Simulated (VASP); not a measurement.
# Os (Fd-3m) in VASP: further runs

Os is run at these levels: PBE; tasks: single point.

Program: VASP 6.6.1. These are calculated values, not measurements. Logs are shortened: lines on timing, memory, paths and dates and some standing lists are left out, and cuts for length are marked.

**1. The cell of the first run**

The structure is cubic, space group Fd-3m (No. 227). Conventional cell: a = 5.404 Å, b = 5.404 Å, c = 5.404 Å, α = 90.00°, β = 90.00°, γ = 90.00°. Os (site symmetry -43m) has 4 Os at 2.34 Å within 3.1 Å.

This isn't the form of Os at room conditions, which is hcp.

**2. Single point, PBE (19.73 Å³/atom)**

INCAR reads:

```
SYSTEM = Os
PREC = Accurate
ENCUT = 560
EDIFF = 1E-6
ISMEAR = -1
SIGMA = 0.1
LREAL = .FALSE.
LASPH = .TRUE.
NELM = 120
ALGO = Normal
ISIF = 2
LWAVE = .FALSE.
LCHARG = .TRUE.
GGA = PE
LELF = .TRUE.
LVHAR = .TRUE.
NBANDS = 23
GGA_COMPAT = .FALSE.
```

KPOINTS reads:

```
Automatic mesh
0
G
  11 11 11
  0 0 0
```

POSCAR reads:

```
Os
1.0
    0.0000000000      2.7021051242      2.7021051242
    2.7021051242      0.0000000000      2.7021051242
    2.7021051242      2.7021051242      0.0000000000
Os
2
Direct
    0.1250000000      0.1250000000      0.1250000000
    0.8750000000      0.8750000000      0.8750000000
```

Potentials or basis: VASP PAW PBE potentials, release 64 (Os_sv_GW).

On the command line:

```sh
> cat potpaw_PBE.64/Os_sv_GW/POTCAR > POTCAR
> mpirun -np 1 vasp_std > vasp.out
```

OUTCAR:

```text
SYSTEM = Os
   PREC = Accurate
   ENCUT = 560
   EDIFF = 1E-6
   ISMEAR = -1
   LREAL = .FALSE.
   LASPH = .TRUE.
   NELM = 120
   ISIF = 2
   GGA = PE

 ion  position               nearest neighbor table
   1  0.125  0.125  0.125-   2 2.34   2 2.34   2 2.34   2 2.34
   2  0.875  0.875  0.875-   1 2.34   1 2.34   1 2.34   1 2.34

  LATTYP: Found a face centered cubic cell.
 ALAT       =     5.4042102484

  Lattice vectors:

 A1 = (   0.0000000000,   2.7021051242,   2.7021051242)
 A2 = (   2.7021051242,   0.0000000000,   2.7021051242)
 A3 = (   2.7021051242,   2.7021051242,   0.0000000000)

Analysis of symmetry for initial positions (statically):
=====================================================================
 Subroutine PRICEL returns:
 Original cell was already a primitive cell.

 Routine SETGRP: Setting up the symmetry group for a
 face centered cubic supercell.

 Subroutine GETGRP returns: Found 48 space group operations
 (whereof 12 operations were pure point group operations)
 out of a pool of 48 trial point group operations.

The static configuration has the point symmetry D_3d.
 The point group associated with its full space group is O_h .

Analysis of symmetry for dynamics (positions and initial velocities):
=====================================================================
 Subroutine PRICEL returns:
 Original cell was already a primitive cell.

 Routine SETGRP: Setting up the symmetry group for a
 face centered cubic supercell.

 Subroutine GETGRP returns: Found 48 space group operations
 (whereof 12 operations were pure point group operations)
 out of a pool of 48 trial point group operations.

The dynamic configuration has the point symmetry D_3d.
 The point group associated with its full space group is O_h .

 Subroutine INISYM returns: Found 48 space group operations
 (whereof 12 operations are pure point group operations),
 and found     1 'primitive' translations

----------------------------------------------------------------------------------------

                                     Primitive cell

  volume of cell :      39.4581

  direct lattice vectors                    reciprocal lattice vectors
     0.000000000  2.702105124  2.702105124    -0.185040913  0.185040913  0.185040913
     2.702105124  0.000000000  2.702105124     0.185040913 -0.185040913  0.185040913
     2.702105124  2.702105124  0.000000000     0.185040913  0.185040913 -0.185040913

  length of vectors
     3.821353714  3.821353714  3.821353714     0.320500263  0.320500263  0.320500263

  position of ions in fractional coordinates (direct lattice)
     0.125000000  0.125000000  0.125000000
     0.875000000  0.875000000  0.875000000

  ion indices of the primitive-cell ions
   primitive index   ion index
                 1           1
                 2           2

----------------------------------------------------------------------------------------

 KPOINTS: Automatic mesh

Automatic generation of k-mesh.
 Grid dimensions read from file:
 generate k-points for:   11   11   11

 Generating k-lattice:

  Cartesian coordinates                     Fractional coordinates (reciprocal lattice)
    -0.016821901  0.016821901  0.016821901     0.090909091  0.000000000  0.000000000
     0.016821901 -0.016821901  0.016821901     0.000000000  0.090909091  0.000000000
     0.016821901  0.016821901 -0.016821901     0.000000000  0.000000000  0.090909091

  Length of vectors
     0.029136388  0.029136388  0.029136388

  Shift w.r.t. Gamma in fractional coordinates (k-lattice)
     0.000000000  0.000000000  0.000000000

 Subroutine IBZKPT returns following result:
 ===========================================

 Found     56 irreducible k-points:

 Following reciprocal coordinates:
            Coordinates               Weight
  0.000000  0.000000  0.000000      1.000000
  0.090909  0.000000  0.000000      8.000000
  0.181818  0.000000  0.000000      8.000000
  0.272727  0.000000  0.000000      8.000000
  0.363636  0.000000  0.000000      8.000000
  0.454545  0.000000  0.000000      8.000000
[... 16 lines left out ...]
 -0.272727  0.181818  0.000000     24.000000
 -0.181818  0.181818  0.000000     12.000000
 [... further k-points ...]
   k-points           NKPTS =     56   k-points in BZ     NKDIM =     56   number of bands    NBANDS=     23
   number of dos      NEDOS =    301   number of ions     NIONS =      2
   total plane-waves  NPLWV =  27000
   dimension x,y,z NGX =    30 NGY =   30 NGZ =   30
   dimension x,y,z NGXF=    60 NGYF=   60 NGZF=   60
   ions per type =               2
   NGX,Y,Z   is equivalent  to a cutoff of  13.05, 13.05, 13.05 a.u.
   NGXF,Y,Z  is equivalent  to a cutoff of  26.10, 26.10, 26.10 a.u.
 SYSTEM =  Os
   PREC   = accura    normal or accurate (medium, high low for compatibility)
   ISTART =      0    job   : 0-new  1-cont  2-samecut
   ICHARG =      2    charge: 1-file 2-atom 10-const
   ISPIN  =      1    spin polarized calculation?
   LNONCOLLINEAR =      F non collinear calculations
   LSORBIT =      F    spin-orbit coupling
   LASPH  =      T    aspherical Exc in radial PAW
   ENCUT  =  560.0 eV  41.16 Ry    6.42 a.u.   7.37  7.37  7.37*2*pi/ulx,y,z
   NELM   =    120;   NELMIN=  2; NELMDL= -5     # of ELM steps
   EDIFF  = 0.1E-05   stopping-criterion for ELM
   LREAL  =      F    real-space projection
   EDIFFG = 0.1E-04   stopping-criterion for IOM
   NSW    =      0    number of steps for IOM
   IBRION =     -1    ionic relax: 0-MD 1-quasi-New 2-CG
   NFREE  =      0    steps in history (QN), initial steepest desc. (CG)
   ISIF   =      2    stress and relaxation
   ISYM   =      2    0-nonsym 1-usesym 2-fastsym
   POTIM  = 0.5000    time-step for ionic-motion
   TEBEG  =    0.0;   TEEND  =   0.0 temperature during run
   PSTRESS=    0.0 pullay stress
   NELECT =      32.0000    total number of electrons
   NUPDOWN=      -1.0000    fix difference up-down
   EMIN   =  10.00;   EMAX   =-10.00  energy-range for DOS
   EFERMI =   0.00;   METHOD = LEGACY
   ISMEAR =    -1;   SIGMA  =   0.10  broadening in eV -4-tet -1-fermi 0-gaus
   EFERMI_NEDOS =   21; number of points for ismear=-14 and -15
   IALGO  =     38    algorithm
   IMIX   =      4    mixing-type and parameters
     AMIX     =   0.40;   BMIX     =  1.00
     AMIX_MAG =   1.60;   BMIX_MAG =  1.00
  volume/ion in A,a.u.               =      19.73       133.14
  Fermi-wavevector in a.u.,A,eV,Ry     =   1.526673  2.884993 31.711497  2.330729
  Thomas-Fermi vector in A             =   2.634674
   LORBIT       =      0    0 simple, 1 ext, 2 COOP (PROOUT), +10 PAW based schemes
   GGA     = PE    functional components
   LHFCALC =     F    Hartree Fock is set to
   AEXX    =    0.0000 exact exchange contribution
   IVDW    =     0    specifies the selected vdW correction
   LEPSILON=     F    determine dielectric tensor
   LRPA    =     F    only Hartree local field effects (RPA)
 non-spin polarized calculation
  energy-cutoff  :      560.00
  volume of cell :       39.46
 maximum number of plane-waves:      1243
 NGX is ok and might be reduce to    30
   NGX = 15   NGY = 15   NGZ = 15

 number of electron      32.0000000 magnetization

 Free energy of the ion-electron system (eV)
  ---------------------------------------------------
  ext. energy  EPLUGINS =         0.00000000
  ---------------------------------------------------
  free energy    TOTEN  =       -21.95195638 eV

  energy without entropy =      -21.89817074  energy(sigma->0) =      -21.92506356

 E-fermi :   8.3249     XC(G=0): -12.0482

 val. band max:        8.3230928640   @ k =   0.4545   0.3636   0.0909
 cond. band min:       8.3316561290   @ k =   0.4545   0.2727   0.0909
 fundamental gap:      0.0085632650
 Fermi energy:         8.3248762763

 k-point     1 :       0.0000    0.0000    0.0000
  band No.  band energies     occupation
      1     -78.0865      2.00000
      2     -77.6879      2.00000
      3     -37.8900      2.00000
      4     -37.8900      2.00000
      5     -37.8900      2.00000
      6     -36.8101      2.00000
[... 15 lines left out ...]
     22      21.1146      0.00000
     23      21.1146      0.00000

 k-point     2 :       0.0909    0.0000    0.0000
  band No.  band energies     occupation
      1     -78.0804      2.00000
      2     -77.6933      2.00000
      3     -37.8995      2.00000
      4     -37.8995      2.00000
      5     -37.8869      2.00000
      6     -36.8123      2.00000
[... 15 lines left out ...]
     22      21.1687      0.00000
     23      21.1687      0.00000

 k-point     3 :       0.1818    0.0000    0.0000
  band No.  band energies     occupation
      1     -78.0633      2.00000
      2     -77.7107      2.00000
      3     -37.9257      2.00000
      4     -37.9257      2.00000
      5     -37.8812      2.00000
      6     -36.8190      2.00000
[... 15 lines left out ...]
     22      21.0163      0.00000
     23      21.0163      0.00000

 k-point     4 :       0.2727    0.0000    0.0000
  band No.  band energies     occupation
      1     -78.0379      2.00000
      2     -77.7368      2.00000
      3     -37.9581      2.00000
      4     -37.9581      2.00000
      5     -37.8745      2.00000
      6     -36.8285      2.00000
[... 15 lines left out ...]
     22      20.1283      0.00000
     23      20.1283      0.00000

 k-point     5 :       0.3636    0.0000    0.0000
  band No.  band energies     occupation
      1     -78.0102      2.00000
      2     -77.7648      2.00000
      3     -37.9863      2.00000
      4     -37.9863      2.00000
      5     -37.8678      2.00000
      6     -36.8358      2.00000
[... 15 lines left out ...]
     22      19.3168      0.00000
     23      19.3168      0.00000

 k-point     6 :       0.4545    0.0000    0.0000
  band No.  band energies     occupation
      1     -77.9905      2.00000
      2     -77.7853      2.00000
      3     -38.0027      2.00000
      4     -38.0027      2.00000
      5     -37.8648      2.00000
      6     -36.8405      2.00000
[... 15 lines left out ...]
     22      18.8759      0.00000
     23      18.8759      0.00000

 k-point     7 :       0.0909    0.0909    0.0000
  band No.  band energies     occupation
      1     -78.0783      2.00000
      2     -77.6953      2.00000
      3     -37.9114      2.00000
      4     -37.9114      2.00000
      5     -37.8677      2.00000
      6     -36.8326      2.00000
[... 353 lines left out ...]
     22      16.7812      0.00000
     23      19.1559      0.00000

 k-point    21 :      -0.4545    0.1818    0.0000
  band No.  band energies     occupation
      1     -77.9671      2.00000
      2     -77.8093      2.00000
      3     -38.0968      2.00000
      4     -38.0375      2.00000
      5     -37.6987      2.00000
      6     -37.0061      2.00000
[... 15 lines left out ...]
     22      16.9988      0.00000
     23      19.2437      0.00000

 k-point    22 :      -0.3636    0.1818    0.0000
  band No.  band energies     occupation
      1     -77.9760      2.00000
      2     -77.8001      2.00000
      3     -38.0966      2.00000
      4     -38.0189      2.00000
      5     -37.7173      2.00000
      6     -36.9861      2.00000
[... 15 lines left out ...]
     22      17.7660      0.00000
     23      19.2972      0.00000

 k-point    23 :      -0.2727    0.1818    0.0000
  band No.  band energies     occupation
      1     -78.0009      2.00000
      2     -77.7745      2.00000
      3     -38.0731      2.00000
      4     -37.9891      2.00000
      5     -37.7564      2.00000
      6     -36.9461      2.00000
[... 15 lines left out ...]
     22      18.9849      0.00000
     23      19.2984      0.00000

 k-point    24 :      -0.1818    0.1818    0.0000
  band No.  band energies     occupation
      1     -78.0284      2.00000
      2     -77.7466      2.00000
      3     -38.0299      2.00000
      4     -37.9569      2.00000
      5     -37.8055      2.00000
      6     -36.8967      2.00000
[... 15 lines left out ...]
     22      19.2148      0.00000
     23      20.4248      0.00000

 [... further k-points ...]
[... 5 lines left out ...]
  --------------------------------------------------------------------------------------
  -------------------------------------------------------------------------------------
  Total        4.9593787      4.9593787      4.9593787      0.0000000      0.0000000     -0.0000000
  in kB      201.3729509    201.3729509    201.3729509      0.0000000      0.0000000     -0.0000000
  external PRESSURE =     201.3729509 kB  Pullay stress =       0.0000000 kB

 VOLUME and BASIS-vectors are now :
 -----------------------------------------------------------------------------
  energy-cutoff  :      560.00
  volume of cell :       39.46
      direct lattice vectors                 reciprocal lattice vectors
     0.000000000  2.702105124  2.702105124    -0.185040913  0.185040913  0.185040913
     2.702105124  0.000000000  2.702105124     0.185040913 -0.185040913  0.185040913
     2.702105124  2.702105124  0.000000000     0.185040913  0.185040913 -0.185040913

 POSITION                                       TOTAL-FORCE (eV/Angst)
 -----------------------------------------------------------------------------------
      0.67553      0.67553      0.67553         0.000000     -0.000000      0.000000
      4.72868      4.72868      4.72868        -0.000000      0.000000     -0.000000
 -----------------------------------------------------------------------------------
    total drift:                               -0.000000      0.000000      0.000000

  FREE ENERGIE OF THE ION-ELECTRON SYSTEM (eV)
  ---------------------------------------------------
  free  energy   TOTEN  =       -21.9519563812 eV

  energy  without entropy=      -21.8981707426  energy(sigma->0) =      -21.92506356
```

It took 41 s on 1 thread of AMD EPYC 7R13 (Zen 3), shared host; peak memory 0.17 GiB.

Results:

* Free energy: -21.9520 eV
* Pressure: 20.1 GPa
* Band gap on the k mesh: zero (bands 16 and 17 overlap by 1.10 eV)

Levels at points of the mesh, in eV from the Fermi level:
```tsv
k point	band 14	band 15	band 16	band 17	band 18	band 19
(0.00, 0.00, 0.00)	-3.83	-0.58	-0.58	-0.58	2.91	2.91
```

Caveat: the cell stands under pressure; spin-orbit coupling is left out, which moves the levels of the heavy elements.

**3. Single point, PBE (20.59 Å³/atom)**

This run uses another cell than the first one, of 20.59 Å³/atom.

INCAR reads:

```
SYSTEM = Os
PREC = Accurate ; ENCUT = 560
EDIFF = 1E-6 ; ISMEAR = -1
SIGMA = 0.1 ; LREAL = .False.
LASPH = .True. ; NELM = 120
ALGO = Normal ; ISIF = 2
LWAVE = .False. ; LCHARG = .False.
GGA = PE ; NBANDS = 23
GGA_COMPAT = .False.
```

KPOINTS reads:

```
regular mesh
0
Gamma
  11 11 11
  0 0 0
```

POSCAR reads:

```
Os
1.0
    0.0000000000      2.7407118420      2.7407118420
    2.7407118420      0.0000000000      2.7407118420
    2.7407118420      2.7407118420      0.0000000000
Os
2
Direct
    0.1250000000      0.1250000000      0.1250000000
    0.8750000000      0.8750000000      0.8750000000
```

Potentials or basis: VASP PAW PBE potentials, release 64 (Os_sv_GW).

On the command line:

```sh
> cat potpaw_PBE.64/Os_sv_GW/POTCAR > POTCAR
> mpirun -np 1 vasp_std > vasp.out
```

Wall time 47 s (1 thread of Intel Xeon Platinum 8259CL at 2.50GHz (Skylake/Cascade Lake), shared host); peak memory 0.2 GiB.

The run converged. Its results:

```
Free energy            : -22.1165 eV
Pressure               : 8.5 GPa
Band gap on the k mesh : zero (bands 16 and 17 overlap by 1.05 eV)
```

Levels at points of the mesh, in eV from the Fermi level:
```csv
k point,band 12,band 13,band 14,band 15,band 16,band 17,band 18,band 19,band 20,band 21
"(0.00, 0.00, 0.00)",-3.68,-3.68,-3.68,-0.56,-0.56,-0.56,2.71,2.71,11.28,11.33
```

Caveat: the cell stands under pressure; spin-orbit coupling is left out, which moves the levels of the heavy elements.

**4. Single point, PBE (21.44 Å³/atom)**

This run uses another cell than the first one, of 21.44 Å³/atom.

INCAR reads:

```
SYSTEM = Os
ALGO     = Normal         ! electronic algorithm
EDIFF    = 1E-6           ! SCF threshold, eV
ENCUT    = 560            ! plane-wave cutoff, eV
GGA      = PE             ! functional
GGA_COMPAT= .FALSE.      
ISIF     = 2              ! what is computed and relaxed
ISMEAR   = -1             ! smearing method
LASPH    = .TRUE.         ! aspherical terms in the spheres
LCHARG   = .FALSE.        ! write CHGCAR
LREAL    = .FALSE.        ! projectors in reciprocal space
LWAVE    = .FALSE.        ! write WAVECAR
NBANDS   = 23             ! bands
NELM     = 120            ! most SCF steps
PREC     = Accurate       ! precision mode
SIGMA    = 0.1            ! smearing width, eV
```

KPOINTS reads:

```
k-points
0
G
  11 11 11
  0 0 0
```

POSCAR reads:

```
Os
1.0
    0.0000000000      2.7782605058      2.7782605058
    2.7782605058      0.0000000000      2.7782605058
    2.7782605058      2.7782605058      0.0000000000
Os
2
Direct
    0.1250000000      0.1250000000      0.1250000000
    0.8750000000      0.8750000000      0.8750000000
```

On the command line:

```sh
> cat potpaw_PBE.64/Os_sv_GW/POTCAR > POTCAR
> mpirun -np 1 vasp_std > vasp.out
```

Run time: 30 s. Hardware: 1 thread of AMD EPYC 9R45 (Zen 5), shared host; peak memory 0.17 GiB.

It converged, with:

| Property | Result |
| --- | --- |
| Free energy | -22.1695 eV |
| Pressure | -0.7 GPa |
| Band gap on the k mesh | zero (bands 16 and 17 overlap by 1.00 eV) |

Levels at points of the mesh, in eV from the Fermi level:
```tsv
k point	band 13	band 14	band 15	band 16	band 17	band 18	band 19	band 20
(0.00, 0.00, 0.00)	-3.54	-3.54	-0.54	-0.54	-0.54	2.53	2.53	11.10
```

Caveat: spin-orbit coupling is left out, which moves the levels of the heavy elements.

**5. Overview**

| cell | gap on the mesh (eV) | pressure (GPa) |
| --- | --- | --- |
| a = 3.821 Å, angles 60.0°, 2 atoms | none | 20.1 |
| a = 3.876 Å, angles 60.0°, 2 atoms | none | 8.5 |
| a = 3.929 Å, angles 60.0°, 2 atoms | none | -0.7 |

Alike in all rows: task single point; level PBE; potentials or basis VASP PAW PBE potentials, release 64 (Os_sv_GW); no spin polarisation; k mesh 11 × 11 × 11; cutoff (eV) 560; smearing fermi-dirac 0.1 eV.

Caveats: spin-orbit coupling is left out, which moves the levels of the heavy elements; the cell stands under pressure (at least some runs).

Total energies depend on the potentials used, so only differences within one code and one set of settings carry meaning.

The gap in the log of VASP goes by the Fermi energy; the results here count the filled bands.